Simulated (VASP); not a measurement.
The system is CdTe.

```
Te Cd
1.0
     0.00000    3.20500    3.20500
     3.20500    0.00000    3.20500
     3.20500    3.20500    0.00000
Te Cd
1 1
Direct
  0.75000 0.75000 0.75000
  0.00000 0.00000 0.00000
```

Program: VASP 6.6.1. Alike in all runs: task single point; no spin polarisation; cell as given; k mesh 7 × 7 × 7; cutoff (eV) 520.

**Question.** Order these runs on this cell by their pressure, lowest first.
A. level BLYP; potentials or basis VASP PAW PBE potentials, release 64 (Te, Cd); smearing fermi-dirac 0.05 eV
B. level LDA; potentials or basis VASP PAW LDA potentials, release 64 (Te, Cd); smearing fermi-dirac 0.05 eV
C. level revPBE+D4; potentials or basis VASP PAW PBE potentials, release 64 (Te, Cd); smearing fermi-dirac 0.05 eV
D. level PBE; potentials or basis VASP PAW PBE potentials, release 64 (Te, Cd); smearing gaussian 0.02 eV
E. level PBE exchange alone; potentials or basis VASP PAW PBE potentials, release 64 (Te, Cd); smearing fermi-dirac 0.05 eV

**Answer.** B (0.2 GPa), C (2.3 GPa), D (4.4 GPa), A (7.3 GPa), E (11.7 GPa).

Caveats: the PAW data sets were made with another functional, which shifts forces and pressure a little (some runs).
